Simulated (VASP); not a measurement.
# Cd (Fm-3m) in VASP: a series of runs, part 3 of 3

VASP 6.6.1.

## Step 5: Single point, PBEsol (12.15 Å³/atom)

This run uses another cell than the first one, of 12.15 Å³/atom.

Input file INCAR:

```
  PREC = Accurate
  ENCUT = 520
  EDIFF = 1E-6
  ISMEAR = -1
  SIGMA = 0.08
  LREAL = F
  LASPH = T
  NELM = 100
  ALGO = Normal
  ISIF = 2
  LWAVE = F
  LCHARG = F
  GGA = PS
  NBANDS = 12
```

Input file KPOINTS:

```
regular mesh
0
Gamma
  17 17 17
```

Input file POSCAR:

```
Cd
1.0
    0.0000000000      1.8247868319      1.8247868319
    1.8247868319      0.0000000000      1.8247868319
    1.8247868319      1.8247868319      0.0000000000
Cd
1
Direct
    0.0000000000      0.0000000000      0.0000000000
```

Potentials or basis: VASP PAW PBE potentials, release 64 (Cd).

The run is started by

```bash
$ cat potpaw_PBE.64/Cd/POTCAR > POTCAR
$ mpirun -np 1 vasp_std > vasp.out
```

OUTCAR:

```text
PREC = Accurate
   ENCUT = 520
   EDIFF = 1E-6
   ISMEAR = -1
   LREAL = F
   LASPH = T
   NELM = 100
   ISIF = 2
   GGA = PS

 ion  position               nearest neighbor table
   1  0.000  0.000  0.000-

  LATTYP: Found a face centered cubic cell.
 ALAT       =     3.6495736638

  Lattice vectors:

 A1 = (   0.0000000000,   1.8247868319,   1.8247868319)
 A2 = (   1.8247868319,   0.0000000000,   1.8247868319)
 A3 = (   1.8247868319,   1.8247868319,   0.0000000000)

Analysis of symmetry for initial positions (statically):
=====================================================================
 Subroutine PRICEL returns:
 Original cell was already a primitive cell.

 Routine SETGRP: Setting up the symmetry group for a
 face centered cubic supercell.

 Subroutine GETGRP returns: Found 48 space group operations
 (whereof 48 operations were pure point group operations)
 out of a pool of 48 trial point group operations.

The static configuration has the point symmetry O_h .

Analysis of symmetry for dynamics (positions and initial velocities):
=====================================================================
 Subroutine PRICEL returns:
 Original cell was already a primitive cell.

 Routine SETGRP: Setting up the symmetry group for a
 face centered cubic supercell.

 Subroutine GETGRP returns: Found 48 space group operations
 (whereof 48 operations were pure point group operations)
 out of a pool of 48 trial point group operations.

The dynamic configuration has the point symmetry O_h .

 Subroutine INISYM returns: Found 48 space group operations
 (whereof 48 operations are pure point group operations),
 and found     1 'primitive' translations

----------------------------------------------------------------------------------------

                                     Primitive cell

  volume of cell :      12.1525

  direct lattice vectors                    reciprocal lattice vectors
     0.000000000  1.824786832  1.824786832    -0.274004608  0.274004608  0.274004608
     1.824786832  0.000000000  1.824786832     0.274004608 -0.274004608  0.274004608
     1.824786832  1.824786832  0.000000000     0.274004608  0.274004608 -0.274004608

  length of vectors
     2.580638286  2.580638286  2.580638286     0.474589902  0.474589902  0.474589902

  position of ions in fractional coordinates (direct lattice)
     0.000000000  0.000000000  0.000000000

  ion indices of the primitive-cell ions
   primitive index   ion index
                 1           1

----------------------------------------------------------------------------------------

 KPOINTS: regular mesh

Automatic generation of k-mesh.
 Grid dimensions read from file:
 generate k-points for:   17   17   17

 Generating k-lattice:

  Cartesian coordinates                     Fractional coordinates (reciprocal lattice)
    -0.016117918  0.016117918  0.016117918     0.058823529  0.000000000  0.000000000
     0.016117918 -0.016117918  0.016117918     0.000000000  0.058823529  0.000000000
     0.016117918  0.016117918 -0.016117918     0.000000000  0.000000000  0.058823529

  Length of vectors
     0.027917053  0.027917053  0.027917053

  Shift w.r.t. Gamma in fractional coordinates (k-lattice)
     0.000000000  0.000000000  0.000000000

 Subroutine IBZKPT returns following result:
 ===========================================

 Found    165 irreducible k-points:

 Following reciprocal coordinates:
            Coordinates               Weight
  0.000000  0.000000  0.000000      1.000000
  0.058824  0.000000  0.000000      8.000000
  0.117647  0.000000  0.000000      8.000000
  0.176471  0.000000  0.000000      8.000000
  0.235294  0.000000  0.000000      8.000000
  0.294118  0.000000  0.000000      8.000000
[... 16 lines left out ...]
 -0.176471  0.058824  0.000000     24.000000
 -0.117647  0.058824  0.000000     24.000000
 [... further k-points ...]
   k-points           NKPTS =    165   k-points in BZ     NKDIM =    165   number of bands    NBANDS=     12
   number of dos      NEDOS =    301   number of ions     NIONS =      1
   total plane-waves  NPLWV =   8000
   dimension x,y,z NGX =    20 NGY =   20 NGZ =   20
   dimension x,y,z NGXF=    40 NGYF=   40 NGZF=   40
   ions per type =               1
   NGX,Y,Z   is equivalent  to a cutoff of  12.88, 12.88, 12.88 a.u.
   NGXF,Y,Z  is equivalent  to a cutoff of  25.77, 25.77, 25.77 a.u.
 SYSTEM =  unknown system
   PREC   = accura    normal or accurate (medium, high low for compatibility)
   ISTART =      0    job   : 0-new  1-cont  2-samecut
   ICHARG =      2    charge: 1-file 2-atom 10-const
   ISPIN  =      1    spin polarized calculation?
   LNONCOLLINEAR =      F non collinear calculations
   LSORBIT =      F    spin-orbit coupling
   LASPH  =      T    aspherical Exc in radial PAW
   ENCUT  =  520.0 eV  38.22 Ry    6.18 a.u.   4.80  4.80  4.80*2*pi/ulx,y,z
   NELM   =    100;   NELMIN=  2; NELMDL= -5     # of ELM steps
   EDIFF  = 0.1E-05   stopping-criterion for ELM
   LREAL  =      F    real-space projection
   EDIFFG = 0.1E-04   stopping-criterion for IOM
   NSW    =      0    number of steps for IOM
   IBRION =     -1    ionic relax: 0-MD 1-quasi-New 2-CG
   NFREE  =      0    steps in history (QN), initial steepest desc. (CG)
   ISIF   =      2    stress and relaxation
   ISYM   =      2    0-nonsym 1-usesym 2-fastsym
   POTIM  = 0.5000    time-step for ionic-motion
   TEBEG  =    0.0;   TEEND  =   0.0 temperature during run
   PSTRESS=    0.0 pullay stress
   NELECT =      12.0000    total number of electrons
   NUPDOWN=      -1.0000    fix difference up-down
   EMIN   =  10.00;   EMAX   =-10.00  energy-range for DOS
   EFERMI =   0.00;   METHOD = LEGACY
   ISMEAR =    -1;   SIGMA  =   0.08  broadening in eV -4-tet -1-fermi 0-gaus
   EFERMI_NEDOS =   21; number of points for ismear=-14 and -15
   IALGO  =     38    algorithm
   IMIX   =      4    mixing-type and parameters
     AMIX     =   0.40;   BMIX     =  1.00
     AMIX_MAG =   1.60;   BMIX_MAG =  1.00
  volume/ion in A,a.u.               =      12.15        82.01
  Fermi-wavevector in a.u.,A,eV,Ry     =   1.630221  3.080671 36.159115  2.657620
  Thomas-Fermi vector in A             =   2.722558
   LORBIT       =      0    0 simple, 1 ext, 2 COOP (PROOUT), +10 PAW based schemes
   GGA     = PS    functional components
   LHFCALC =     F    Hartree Fock is set to
   AEXX    =    0.0000 exact exchange contribution
   IVDW    =     0    specifies the selected vdW correction
   LEPSILON=     F    determine dielectric tensor
   LRPA    =     F    only Hartree local field effects (RPA)
 non-spin polarized calculation
  energy-cutoff  :      520.00
  volume of cell :       12.15
 maximum number of plane-waves:       334
   NGX =  9   NGY =  9   NGZ =  9

 number of electron      12.0000006 magnetization

 Free energy of the ion-electron system (eV)
  ---------------------------------------------------
  ext. energy  EPLUGINS =         0.00000000
  ---------------------------------------------------
  free energy    TOTEN  =         1.14176402 eV

  energy without entropy =        1.14706306  energy(sigma->0) =        1.14441354

 E-fermi :   9.5063     XC(G=0): -14.6419

 val. band max:        9.4351548547   @ k =   0.4706   0.0000   0.0000
 cond. band min:       9.5245717374   @ k =  -0.4706   0.1176   0.0588
 fundamental gap:      0.0894168827
 Fermi energy:         9.5063194872

 k-point     1 :       0.0000    0.0000    0.0000
  band No.  band energies     occupation
      1      -5.9096      2.00000
      2      -3.2471      2.00000
      3      -3.2471      2.00000
      4      -3.2471      2.00000
      5      -1.7455      2.00000
      6      -1.7455      2.00000
      7      24.0207      0.00000
      8      29.0283      0.00000
      9      29.0283      0.00000
     10      29.0283      0.00000
     11      33.8639      0.00000
     12      35.6164      0.00000
[... 331 lines left out ...]
 k-point    24 :      -0.1176    0.0588    0.0000
  band No.  band energies     occupation
      1      -5.1066      2.00000
      2      -3.4368      2.00000
      3      -3.0148      2.00000
      4      -2.9548      2.00000
      5      -1.9371      2.00000
      6      -1.6537      2.00000
      7      23.2926      0.00000
      8      24.9503      0.00000
      9      28.0626      0.00000
     10      30.2845      0.00000
     11      32.4016      0.00000
     12      35.3417      0.00000

 [... further k-points ...]

------------------------ aborting loop because EDIFF is reached ----------------------------------------

  FORCE on cell =-STRESS in cart. coord.  units (eV):
  Direction    XX          YY          ZZ          XY          YZ          ZX
  --------------------------------------------------------------------------------------
  -------------------------------------------------------------------------------------
  Total       11.4692149     11.4692149     11.4692149      0.0000000      0.0000000     -0.0000000
  in kB     1512.0907667   1512.0907667   1512.0907667      0.0000000      0.0000000     -0.0000000
  external PRESSURE =    1512.0907667 kB  Pullay stress =       0.0000000 kB

 VOLUME and BASIS-vectors are now :
 -----------------------------------------------------------------------------
  energy-cutoff  :      520.00
  volume of cell :       12.15
      direct lattice vectors                 reciprocal lattice vectors
     0.000000000  1.824786832  1.824786832    -0.274004608  0.274004608  0.274004608
     1.824786832  0.000000000  1.824786832     0.274004608 -0.274004608  0.274004608
     1.824786832  1.824786832  0.000000000     0.274004608  0.274004608 -0.274004608

 POSITION                                       TOTAL-FORCE (eV/Angst)
 -----------------------------------------------------------------------------------
      0.00000      0.00000      0.00000        -0.000000     -0.000000     -0.000000
 -----------------------------------------------------------------------------------
    total drift:                                0.000000      0.000000      0.000000

  FREE ENERGIE OF THE ION-ELECTRON SYSTEM (eV)
  ---------------------------------------------------
  free  energy   TOTEN  =         1.1417640187 eV

  energy  without entropy=        1.1470630588  energy(sigma->0) =        1.14441354
```

Run time: 12 s. Hardware: 1 thread of Intel Xeon Platinum 8488C (Sapphire Rapids), shared host; peak memory 0.14 GiB.

Results:

| Property | Result |
| --- | --- |
| Free energy | 1.1418 eV |
| Pressure | 151.2 GPa |
| Band gap on the k mesh | zero (bands 6 and 7 overlap by 1.33 eV) |

Levels at points of the mesh, in eV from the Fermi level:
| k point | band 2 | band 3 | band 4 | band 5 | band 6 | band 7 | band 8 | band 9 | band 10 | band 11 |
| --- | --- | --- | --- | --- | --- | --- | --- | --- | --- | --- |
| (0.00, 0.00, 0.00) | -12.75 | -12.75 | -12.75 | -11.25 | -11.25 | 14.51 | 19.52 | 19.52 | 19.52 | 24.36 |

Caveat: the cell stands under pressure; the PAW data sets were made with another functional, which shifts forces and pressure a little.

## Step 6: Single point, PBEsol (12.15 Å³/atom)

This run uses another cell than the first one, of 12.15 Å³/atom.

Input file INCAR:

```
SYSTEM = Cd
  ALGO = Normal
  EDIFF = 1E-6
  ENCUT = 520
  GGA = PS
  ISIF = 2
  ISMEAR = -1
  LASPH = .TRUE.
  LCHARG = .FALSE.
  LREAL = .FALSE.
  LWAVE = .FALSE.
  NBANDS = 12
  NELM = 80
  PREC = Accurate
  SIGMA = 0.08
```

Input file KPOINTS:

```
k-points
0
G
  17 17 17
  0 0 0
```

POSCAR is that of step 5.

Potentials or basis: VASP PAW PBE potentials, release 64 (Cd).

The run is started by

```bash
$ cat potpaw_PBE.64/Cd/POTCAR > POTCAR
$ mpirun -np 1 vasp_std > vasp.out
```

Run time: 12 s. Hardware: 1 thread of Intel Xeon Platinum 8488C (Sapphire Rapids), shared host; peak memory 0.14 GiB.

Results (log left out):

```
Free energy            : 1.1418 eV
Pressure               : 151.2 GPa
Band gap on the k mesh : zero (bands 6 and 7 overlap by 1.33 eV)
```

Levels at points of the mesh, in eV from the Fermi level:
```
           k point  band 2  band 3  band 4  band 5  band 6  band 7  band 8  band 9  band 10  band 11
(0.00, 0.00, 0.00)  -12.75  -12.75  -12.75  -11.25  -11.25   14.51   19.52   19.52    19.52    24.36
```

Caveat: the cell stands under pressure; the PAW data sets were made with another functional, which shifts forces and pressure a little.

## Step 7: Overview

| cell | gap on the mesh (eV) | pressure (GPa) |
| --- | --- | --- |
| a = 2.336 Å, angles 60.0°, 1 atom | none | 533.6 |
| a = 2.456 Å, angles 60.0°, 1 atom | none | 290.4 |
| a = 2.581 Å, angles 60.0°, 1 atom | none | 151.2 |

Alike in all rows: task single point; level PBEsol; potentials or basis VASP PAW PBE potentials, release 64 (Cd); no spin polarisation; k mesh 17 × 17 × 17; cutoff (eV) 520; smearing fermi-dirac 0.08 eV.

Caveats: the cell stands under pressure; the PAW data sets were made with another functional, which shifts forces and pressure a little.

Total energies depend on the potentials used, so only differences within one code and one set of settings carry meaning.

The gap in the log of VASP goes by the Fermi energy; the results here count the filled bands.